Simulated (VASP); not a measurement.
# GaP in VASP: further runs

The runs below take GaP through single point, with r2SCAN.

Everything below comes from runs of VASP 6.6.1. Logs are shortened: lines on timing, memory, paths and dates and some standing lists are left out, and cuts for length are marked.

## 1. The cell of the first run

The structure is cubic, space group F-43m (No. 216). The conventional cell has a = 5.451 Å, b = 5.451 Å, c = 5.451 Å, α = 90.00°, β = 90.00°, γ = 90.00°. Ga (site symmetry -43m) has 4 P at 2.36 Å within 3.1 Å. Within 3.1 Å of P (site symmetry -43m) lie 4 Ga at 2.36 Å.

## 2. Single point, r2SCAN

Input file POSCAR:

```
GaP
1.0
    2.7252500000      2.7252500000      0.0000000000
   -2.7252500000      2.7252500000      0.0000000000
    0.0000000000      2.7252500000      2.7252500000
Ga P
1 1
Direct
    0.0000000000      0.0000000000      0.0000000000
    0.7500000000      0.2500000000      0.5000000000
```

Input file INCAR.step1:

```
SYSTEM = GaP
PREC = Accurate
ENCUT = 520
ISMEAR = 0
SIGMA = 0.01
LREAL = .False.
LASPH = .True.
NELM = 60
NBANDS = 16
GGA = PE
ALGO = Normal
EDIFF = 1E-4
LWAVE = .True.
LCHARG = .False.
```

Input file INCAR.step2:

```
SYSTEM = GaP
PREC = Accurate
ENCUT = 520
EDIFF = 1E-6
ISMEAR = 0
SIGMA = 0.01
LREAL = .False.
LASPH = .True.
NELM = 60
ALGO = Normal
ISIF = 2
LWAVE = .False.
LCHARG = .False.
METAGGA = R2SCAN
LMIXTAU = .True.
NBANDS = 16
ISTART = 1
```

Input file KPOINTS:

```
regular mesh
0
Gamma
  8 8 8
  0 0 0
```

Potentials or basis: VASP PAW PBE potentials, release 64 (Ga_d, P).

Launch:

```console
cat potpaw_PBE.64/Ga_d/POTCAR potpaw_PBE.64/P/POTCAR > POTCAR
cp INCAR.step1 INCAR
mpirun -np 1 vasp_std > vasp.out
cp INCAR.step2 INCAR
mpirun -np 1 vasp_std > vasp.out
```

OUTCAR:

```text
SYSTEM = GaP
   PREC = Accurate
   ENCUT = 520
   EDIFF = 1E-6
   ISMEAR = 0
   LREAL = .False.
   LASPH = .True.
   NELM = 60
   ISIF = 2
   METAGGA = R2SCAN
   ISTART = 1

 ion  position               nearest neighbor table
   1  0.000  0.000  0.000-   2 2.36   2 2.36   2 2.36   2 2.36
   2  0.750  0.250  0.500-   1 2.36   1 2.36   1 2.36   1 2.36

  LATTYP: Found a face centered cubic cell.
 ALAT       =     5.4505000000

  Lattice vectors:

 A1 = (   0.0000000000,   2.7252500000,   2.7252500000)
 A2 = (   2.7252500000,   0.0000000000,   2.7252500000)
 A3 = (   2.7252500000,   2.7252500000,   0.0000000000)

Analysis of symmetry for initial positions (statically):
=====================================================================
 Subroutine PRICEL returns:
 Original cell was already a primitive cell.

 Routine SETGRP: Setting up the symmetry group for a
 face centered cubic supercell.

 Subroutine GETGRP returns: Found 24 space group operations
 (whereof 24 operations were pure point group operations)
 out of a pool of 48 trial point group operations.

The static configuration has the point symmetry T_d .

Analysis of symmetry for dynamics (positions and initial velocities):
=====================================================================
 Subroutine PRICEL returns:
 Original cell was already a primitive cell.

 Routine SETGRP: Setting up the symmetry group for a
 face centered cubic supercell.

 Subroutine GETGRP returns: Found 24 space group operations
 (whereof 24 operations were pure point group operations)
 out of a pool of 48 trial point group operations.

The dynamic configuration has the point symmetry T_d .

 Subroutine INISYM returns: Found 24 space group operations
 (whereof 24 operations are pure point group operations),
 and found     1 'primitive' translations

----------------------------------------------------------------------------------------

                                     Primitive cell

  volume of cell :      40.4808

  direct lattice vectors                    reciprocal lattice vectors
     2.725250000  2.725250000  0.000000000     0.183469406  0.183469406 -0.183469406
    -2.725250000  2.725250000  0.000000000    -0.183469406  0.183469406 -0.183469406
     0.000000000  2.725250000  2.725250000     0.000000000  0.000000000  0.366938813

  length of vectors
     3.854085511  3.854085511  3.854085511     0.317778334  0.317778334  0.366938813

  position of ions in fractional coordinates (direct lattice)
     0.000000000  0.000000000  0.000000000
     0.750000000  0.250000000  0.500000000

  ion indices of the primitive-cell ions
   primitive index   ion index
                 1           1
                 2           2

----------------------------------------------------------------------------------------

 KPOINTS: regular mesh

Automatic generation of k-mesh.
 Grid dimensions read from file:
 generate k-points for:    8    8    8

 Generating k-lattice:

  Cartesian coordinates                     Fractional coordinates (reciprocal lattice)
     0.022933676  0.022933676 -0.022933676     0.125000000  0.000000000  0.000000000
    -0.022933676  0.022933676 -0.022933676     0.000000000  0.125000000  0.000000000
     0.000000000  0.000000000  0.045867352     0.000000000  0.000000000  0.125000000

  Length of vectors
     0.039722292  0.039722292  0.045867352

  Shift w.r.t. Gamma in fractional coordinates (k-lattice)
     0.000000000  0.000000000  0.000000000

 Subroutine IBZKPT returns following result:
 ===========================================

 Found     29 irreducible k-points:

 Following reciprocal coordinates:
            Coordinates               Weight
  0.000000  0.000000  0.000000      1.000000
  0.125000  0.000000  0.000000      8.000000
  0.250000  0.000000  0.000000      8.000000
  0.375000  0.000000  0.000000      8.000000
  0.500000  0.000000  0.000000      4.000000
  0.125000  0.125000  0.000000     12.000000
[... 16 lines left out ...]
  0.375000  0.250000  0.125000     48.000000
  0.500000  0.250000  0.125000     24.000000
 [... further k-points ...]
   k-points           NKPTS =     29   k-points in BZ     NKDIM =     29   number of bands    NBANDS=     16
   number of dos      NEDOS =    301   number of ions     NIONS =      2
   total plane-waves  NPLWV =  27000
   dimension x,y,z NGX =    30 NGY =   30 NGZ =   30
   dimension x,y,z NGXF=    60 NGYF=   60 NGZF=   60
   ions per type =               1   1
   NGX,Y,Z   is equivalent  to a cutoff of  12.94, 12.94, 12.94 a.u.
   NGXF,Y,Z  is equivalent  to a cutoff of  25.88, 25.88, 25.88 a.u.
 SYSTEM =  GaP
   PREC   = accura    normal or accurate (medium, high low for compatibility)
   ISTART =      1    job   : 0-new  1-cont  2-samecut
   ICHARG =      0    charge: 1-file 2-atom 10-const
   ISPIN  =      1    spin polarized calculation?
   LNONCOLLINEAR =      F non collinear calculations
   LSORBIT =      F    spin-orbit coupling
   LASPH  =      T    aspherical Exc in radial PAW
   ENCUT  =  520.0 eV  38.22 Ry    6.18 a.u.   7.17  7.17  7.17*2*pi/ulx,y,z
   NELM   =     60;   NELMIN=  2; NELMDL=  0     # of ELM steps
   EDIFF  = 0.1E-05   stopping-criterion for ELM
   LREAL  =      F    real-space projection
   EDIFFG = 0.1E-04   stopping-criterion for IOM
   NSW    =      0    number of steps for IOM
   IBRION =     -1    ionic relax: 0-MD 1-quasi-New 2-CG
   NFREE  =      0    steps in history (QN), initial steepest desc. (CG)
   ISIF   =      2    stress and relaxation
   ISYM   =      2    0-nonsym 1-usesym 2-fastsym
   POTIM  = 0.5000    time-step for ionic-motion
   TEBEG  =    0.0;   TEEND  =   0.0 temperature during run
   PSTRESS=    0.0 pullay stress
   NELECT =      18.0000    total number of electrons
   NUPDOWN=      -1.0000    fix difference up-down
   EMIN   =  10.00;   EMAX   =-10.00  energy-range for DOS
   EFERMI =   0.00;   METHOD = LEGACY
   ISMEAR =     0;   SIGMA  =   0.01  broadening in eV -4-tet -1-fermi 0-gaus
   EFERMI_NEDOS =   21; number of points for ismear=-14 and -15
   IALGO  =     38    algorithm
   IMIX   =      4    mixing-type and parameters
     AMIX     =   0.40;   BMIX     =  1.00
     AMIX_MAG =   1.60;   BMIX_MAG =  1.00
  volume/ion in A,a.u.               =      20.24       136.59
  Fermi-wavevector in a.u.,A,eV,Ry     =   1.249538  2.361284 21.243377  1.561344
  Thomas-Fermi vector in A             =   2.383574
   LORBIT       =      0    0 simple, 1 ext, 2 COOP (PROOUT), +10 PAW based schemes
   METAGGA = R2SCAN    functional components
   LHFCALC =     F    Hartree Fock is set to
   AEXX    =    0.0000 exact exchange contribution
   IVDW    =     0    specifies the selected vdW correction
   LEPSILON=     F    determine dielectric tensor
   LRPA    =     F    only Hartree local field effects (RPA)
 non-spin polarized calculation
 Gauss-broadening in eV      SIGMA  =   0.01
  energy-cutoff  :      520.00
  volume of cell :       40.48
 maximum number of plane-waves:      1106
 NGX is ok and might be reduce to    30
   NGX = 15   NGY = 15   NGZ = 15

 number of electron      17.9999989 magnetization

 Free energy of the ion-electron system (eV)
  ---------------------------------------------------
  ext. energy  EPLUGINS =         0.00000000
  ---------------------------------------------------
  free energy    TOTEN  =       -21.46308697 eV

  energy without entropy =      -21.46308697  energy(sigma->0) =      -21.46308697

 E-fermi :   4.5630     XC(G=0): -10.5489

 val. band max:        4.4620882624   @ k =   0.0000   0.0000   0.0000
 cond. band min:       6.3643187891   @ k =  -0.3750   0.3750   0.0000
 fundamental gap:      1.9022305266
 Fermi energy:         4.5629616720

 k-point     1 :       0.0000    0.0000    0.0000
  band No.  band energies     occupation
      1     -10.5272      2.00000
      2     -10.5272      2.00000
      3     -10.5272      2.00000
      4     -10.4135      2.00000
      5     -10.4135      2.00000
      6      -8.5595      2.00000
[... 8 lines left out ...]
     15      14.7354      0.00000
     16      14.7354      0.00000

 k-point     2 :       0.1250    0.0000    0.0000
  band No.  band energies     occupation
      1     -10.5434      2.00000
      2     -10.5221      2.00000
      3     -10.5221      2.00000
      4     -10.4135      2.00000
      5     -10.4135      2.00000
      6      -8.3459      2.00000
[... 8 lines left out ...]
     15      14.1086      0.00000
     16      14.8362      0.00000

 k-point     3 :       0.2500    0.0000    0.0000
  band No.  band energies     occupation
      1     -10.5781      2.00000
      2     -10.5112      2.00000
      3     -10.5112      2.00000
      4     -10.4122      2.00000
      5     -10.4121      2.00000
      6      -7.7435      2.00000
[... 8 lines left out ...]
     15      13.9344      0.00000
     16      15.0226      0.00000

 k-point     4 :       0.3750    0.0000    0.0000
  band No.  band energies     occupation
      1     -10.6084      2.00000
      2     -10.5026      2.00000
      3     -10.5026      2.00000
      4     -10.4084      2.00000
      5     -10.4084      2.00000
      6      -6.9076      2.00000
[... 8 lines left out ...]
     15      15.2054      0.00000
     16      15.2054      0.00000
[... 324 lines left out ...]
 k-point    22 :       0.2500    0.2500    0.1250
  band No.  band energies     occupation
      1     -10.6039      2.00000
      2     -10.4982      2.00000
      3     -10.4940      2.00000
      4     -10.4248      2.00000
      5     -10.4039      2.00000
      6      -7.2329      2.00000
[... 8 lines left out ...]
     15      16.2191      0.00000
     16      17.6391      0.00000

 k-point    23 :       0.3750    0.2500    0.1250
  band No.  band energies     occupation
      1     -10.6213      2.00000
      2     -10.4934      2.00000
      3     -10.4842      2.00000
      4     -10.4226      2.00000
      5     -10.4040      2.00000
      6      -6.4470      2.00000
[... 8 lines left out ...]
     15      16.6938      0.00000
     16      18.0061      0.00000

 k-point    24 :       0.5000    0.2500    0.1250
  band No.  band energies     occupation
      1     -10.6277      2.00000
      2     -10.4925      2.00000
      3     -10.4806      2.00000
      4     -10.4190      2.00000
      5     -10.4058      2.00000
      6      -5.9751      2.00000
[... 8 lines left out ...]
     15      17.1309      0.00000
     16      17.7130      0.00000

 [... further k-points ...]
[... 5 lines left out ...]
  --------------------------------------------------------------------------------------
  -------------------------------------------------------------------------------------
  Total       -0.0032448     -0.0032448     -0.0032448     -0.0000000     -0.0000000      0.0000000
  in kB       -0.1284260     -0.1284260     -0.1284260     -0.0000000     -0.0000000      0.0000000
  external PRESSURE =      -0.1284260 kB  Pullay stress =       0.0000000 kB

 VOLUME and BASIS-vectors are now :
 -----------------------------------------------------------------------------
  energy-cutoff  :      520.00
  volume of cell :       40.48
      direct lattice vectors                 reciprocal lattice vectors
     2.725250000  2.725250000  0.000000000     0.183469406  0.183469406 -0.183469406
    -2.725250000  2.725250000  0.000000000    -0.183469406  0.183469406 -0.183469406
     0.000000000  2.725250000  2.725250000     0.000000000  0.000000000  0.366938813

 POSITION                                       TOTAL-FORCE (eV/Angst)
 -----------------------------------------------------------------------------------
      0.00000      0.00000      0.00000         0.000000     -0.000000     -0.000000
      1.36263      4.08788      1.36262        -0.000000      0.000000      0.000000
 -----------------------------------------------------------------------------------
    total drift:                               -0.000032     -0.000000     -0.000000

  FREE ENERGIE OF THE ION-ELECTRON SYSTEM (eV)
  ---------------------------------------------------
  free  energy   TOTEN  =       -21.4630869676 eV

  energy  without entropy=      -21.4630869676  energy(sigma->0) =      -21.46308697
```

Run time: 2.3 min. Hardware: 1 thread of Intel Xeon Platinum 8259CL at 2.50GHz (Skylake/Cascade Lake), shared host; peak memory 0.17 GiB.

Results:

```
Free energy            : -21.4631 eV
Pressure               : 0.0 GPa
Band gap on the k mesh : 1.90 eV, indirect (least direct gap 2.34 eV)
```

Caveat: the PAW data sets were made with another functional, which shifts forces and pressure a little. r2SCAN opens gaps a little over a GGA but as a rule still falls short of measured ones.

## 3. Single point, r2SCAN (in-plane strain -0.02)

Input file POSCAR:

```
GaP
1.0
    2.6707450000      2.6707450000      0.0000000000
   -2.6707450000      2.6707450000      0.0000000000
    0.0000000000      2.6707450000      2.7579530000
Ga P
1 1
Direct
    0.0000000000      0.0000000000      0.0000000000
    0.7500000000      0.2500000000      0.5000000000
```

Input file INCAR.step1:

```
PREC = Accurate ; ENCUT = 520
ISMEAR = 0 ; SIGMA = 0.01
LREAL = F ; LASPH = T
NELM = 80 ; NBANDS = 16
GGA = PE ; ALGO = Normal
EDIFF = 1E-4 ; LWAVE = T
LCHARG = F
```

Input file INCAR.step2:

```
PREC = Accurate ; ENCUT = 520
EDIFF = 1E-7 ; ISMEAR = 0
SIGMA = 0.01 ; LREAL = F
LASPH = T ; NELM = 80
ALGO = Normal ; ISIF = 2
LWAVE = F ; LCHARG = T
METAGGA = R2SCAN ; LMIXTAU = T
LELF = T ; LVHAR = T
NBANDS = 16 ; ISTART = 1
```

Input file KPOINTS:

```
regular mesh
0
Gamma
  8 8 8
```

Potentials or basis: VASP PAW PBE potentials, release 64 (Ga_d, P).

Launch:

```console
cat potpaw_PBE.64/Ga_d/POTCAR potpaw_PBE.64/P/POTCAR > POTCAR
cp INCAR.step1 INCAR
mpirun -np 1 vasp_std > vasp.out
cp INCAR.step2 INCAR
mpirun -np 1 vasp_std > vasp.out
```

OUTCAR:

```text
PREC = Accurate
   ENCUT = 520
   EDIFF = 1E-7
   ISMEAR = 0
   LREAL = F
   LASPH = T
   NELM = 80
   ISIF = 2
   METAGGA = R2SCAN
   ISTART = 1

 ion  position               nearest neighbor table
   1  0.000  0.000  0.000-   2 2.34   2 2.34   2 2.34   2 2.34
   2  0.750  0.250  0.500-   1 2.34   1 2.34   1 2.34   1 2.34

  LATTYP: Found a body centered tetragonal cell.
 ALAT       =     3.7770038006
 C/A-ratio  =     1.4603919644

  Lattice vectors:

 A1 = (   2.6707450000,   0.0000000000,  -2.7579530000)
 A2 = (  -2.6707450000,   0.0000000000,  -2.7579530000)
 A3 = (   0.0000000000,   2.6707450000,   2.7579530000)

Analysis of symmetry for initial positions (statically):
=====================================================================
 Subroutine PRICEL returns:
 Original cell was already a primitive cell.

 Routine SETGRP: Setting up the symmetry group for a
 body centered tetragonal supercell.

 Subroutine GETGRP returns: Found  8 space group operations
 (whereof  8 operations were pure point group operations)
[... 157 lines left out ...]
  ---------------------------------------------------
  ext. energy  EPLUGINS =         0.00000000
  ---------------------------------------------------
  free energy    TOTEN  =       -21.44633496 eV

  energy without entropy =      -21.44633496  energy(sigma->0) =      -21.44633496

 E-fermi :   4.9094     XC(G=0): -10.6898

 val. band max:        4.8284922064   @ k =   0.0000   0.0000   0.0000
 cond. band min:       6.5170578059   @ k =  -0.3750   0.3750   0.0000
 fundamental gap:      1.6885655994
 Fermi energy:         4.9094229731

 k-point     1 :       0.0000    0.0000    0.0000
  band No.  band energies     occupation
      1     -10.2872      2.00000
      2     -10.2772      2.00000
      3     -10.2772      2.00000
      4     -10.1597      2.00000
      5     -10.1558      2.00000
      6      -8.4847      2.00000
[... 433 lines left out ...]
      3     -10.2530      2.00000
      4     -10.1641      2.00000
      5     -10.1487      2.00000
      6      -7.1670      2.00000
[... 8 lines left out ...]
     15      16.0881      0.00000
     16      16.7857      0.00000

 [... further k-points ...]
[... 5 lines left out ...]
  --------------------------------------------------------------------------------------
  -------------------------------------------------------------------------------------
  Total        0.8707549      0.8707549      0.1826503      0.0000000      0.0000000     -0.0000000
  in kB       35.4588624     35.4588624      7.4378813      0.0000000      0.0000000     -0.0000000
  external PRESSURE =      26.1185353 kB  Pullay stress =       0.0000000 kB

 VOLUME and BASIS-vectors are now :
 -----------------------------------------------------------------------------
  energy-cutoff  :      520.00
  volume of cell :       39.34
      direct lattice vectors                 reciprocal lattice vectors
     2.670745000  2.670745000  0.000000000     0.187213680  0.187213680 -0.181293880
    -2.670745000  2.670745000  0.000000000    -0.187213680  0.187213680 -0.181293880
     0.000000000  2.670745000  2.757953000     0.000000000  0.000000000  0.362587760

 POSITION                                       TOTAL-FORCE (eV/Angst)
 -----------------------------------------------------------------------------------
      0.00000      0.00000      0.00000        -0.000000      0.000000      0.000000
      1.33537      4.00612      1.37898         0.000000     -0.000000      0.000000
 -----------------------------------------------------------------------------------
    total drift:                                0.000239     -0.000000     -0.000000

  FREE ENERGIE OF THE ION-ELECTRON SYSTEM (eV)
  ---------------------------------------------------
  free  energy   TOTEN  =       -21.4463349612 eV

  energy  without entropy=      -21.4463349612  energy(sigma->0) =      -21.44633496
```

OSZICAR.step1:

```text
N       E                     dE             d eps       ncg     rms          rms(c)
DAV:   1     0.814527684045E+02    0.81453E+02   -0.89892E+03  1960   0.166E+03
DAV:   2    -0.309748240041E+01   -0.84550E+02   -0.80484E+02  2152   0.316E+02
DAV:   3    -0.925995641091E+01   -0.61625E+01   -0.61400E+01  2296   0.652E+01
DAV:   4    -0.935954220823E+01   -0.99586E-01   -0.99555E-01  2416   0.884E+00
DAV:   5    -0.936142337956E+01   -0.18812E-02   -0.18811E-02  2440   0.108E+00    0.439E+00
DAV:   6    -0.911167846031E+01    0.24974E+00   -0.38068E-01  2888   0.109E+01    0.292E+00
DAV:   7    -0.908211196942E+01    0.29566E-01   -0.10119E-01  2536   0.218E+00    0.115E+00
DAV:   8    -0.908234323327E+01   -0.23126E-03   -0.13574E-02  2248   0.141E+00    0.221E-01
DAV:   9    -0.908273669276E+01   -0.39346E-03   -0.13211E-03  2472   0.486E-01    0.776E-02
DAV:  10    -0.908279857420E+01   -0.61881E-04   -0.85392E-05  1976   0.123E-01
   1 F= -.90827986E+01 E0= -.90827986E+01  d E =-.404881E-86
```

Run time: 3.4 min. Hardware: 1 thread of Intel Xeon Platinum 8259CL at 2.50GHz (Skylake/Cascade Lake), shared host; peak memory 0.18 GiB.

What came out:

* Free energy: -21.4463 eV
* Pressure: 2.6 GPa
* Band gap on the k mesh: 1.69 eV, indirect (least direct gap 2.52 eV)

Caveat: the cell differs from its parent crystal (in-plane strain -0.02); the PAW data sets were made with another functional, which shifts forces and pressure a little.

(Part 1 of 2 ends here.)
